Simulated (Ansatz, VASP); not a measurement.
Two plane-wave programs on Ge2Sb2Te5

The input INCAR:

```
SYSTEM = Ge2Sb2Te5
ALGO     = Normal         ! electronic algorithm
EDIFF    = 1E-6           ! SCF threshold, eV
ENCUT    = 520            ! plane-wave cutoff, eV
GGA      = PE             ! functional
ISIF     = 2              ! what is computed and relaxed
ISMEAR   = 0              ! smearing method
LASPH    = .TRUE.         ! aspherical terms in the spheres
LCHARG   = .FALSE.        ! write CHGCAR
LREAL    = .FALSE.        ! projectors in reciprocal space
LWAVE    = .FALSE.        ! write WAVECAR
NBANDS   = 44             ! bands
NELM     = 80             ! most SCF steps
PREC     = Accurate       ! precision mode
SIGMA    = 0.03           ! smearing width, eV
```

File KPOINTS:

```
k-points
0
G
  12 12 2
  0 0 0
```

Contents of POSCAR:

```
Ge2Sb2Te5
1.0
    4.4388751383      0.0000000000      0.0000000000
   -2.2194375691      3.8441786340      0.0000000000
    0.0000000000      0.0000000000     16.6915021825
Ge Sb Te
2 2 5
Direct
    0.0000000000      0.0000000000      0.3313200918
    0.0000000000      0.0000000000      0.6686799082
    0.3333333333      0.6666666667      0.1120971408
    0.6666666667      0.3333333333      0.8879028592
    0.0000000000      0.0000000000      0.0000000000
    0.3333333333      0.6666666667      0.7914345914
    0.6666666667      0.3333333333      0.2085654086
    0.3333333333      0.6666666667      0.4096023866
    0.6666666667      0.3333333333      0.5903976134
```

Input for Ansatz:

```yaml
crystal:
  lattice:
    - [4.4388751383, 0.0, 0.0]
    - [-2.2194375691, 3.844178634, 0.0]
    - [0.0, 0.0, 16.6915021825]
  atoms:
    - { symbol: Ge, position: [0.0, 0.0, 0.3313200918] }
    - { symbol: Ge, position: [0.0, 0.0, 0.6686799082] }
    - { symbol: Sb, position: [0.3333333333, 0.6666666667, 0.1120971408] }
    - { symbol: Sb, position: [0.6666666667, 0.3333333333, 0.8879028592] }
    - { symbol: Te, position: [0.0, 0.0, 0.0] }
    - { symbol: Te, position: [0.3333333333, 0.6666666667, 0.7914345914] }
    - { symbol: Te, position: [0.6666666667, 0.3333333333, 0.2085654086] }
    - { symbol: Te, position: [0.3333333333, 0.6666666667, 0.4096023866] }
    - { symbol: Te, position: [0.6666666667, 0.3333333333, 0.5903976134] }
basis:
  ecutwfc: 420
kpoints:
  mp_grid: { grid: [12, 12, 2] }
hamiltonian:
  xc: pbe
scf:
  occupations: { method: gaussian, width: 0.03 }
output:
  forces: true
  stress: true
  eigenvalues: true
```

Alike in both runs: task single point; functional PBE; k mesh 12 × 12 × 2; occupations gaussian, width 0.03 eV; no spin polarisation.

|  | VASP | Ansatz |
| --- | --- | --- |
| version | VASP 6.6.1 | Ansatz 0.2.0 |
| potentials or method | VASP PAW PBE potentials, release 64 (Ge_d, Sb, Te), cutoff 520 eV | scalar-relativistic, plane waves, PAW |
| valence electrons in the cell | 68 | 138 |

```tsv
	VASP	Ansatz	Ansatz less VASP
gap on the k mesh at the Fermi level (eV)	none	none	-
pressure (GPa)	-0.3	-0.3	+0.02
traceless stress, the component that is largest in VASP (GPa)	2.28	2.30	+0.015
rms of the force components (eV/Å)	0.090	0.085	-0.0048
```

Atom by atom the forces differ by 0.007 eV/Å (rms over components). A gap of «none» marks a metal or a gap that the smearing closes. VASP's potentials hold 68 valence electrons a cell and Ansatz's 138, so a difference there can come from the potentials and not from the codes.

Neither program's run includes spin-orbit coupling.
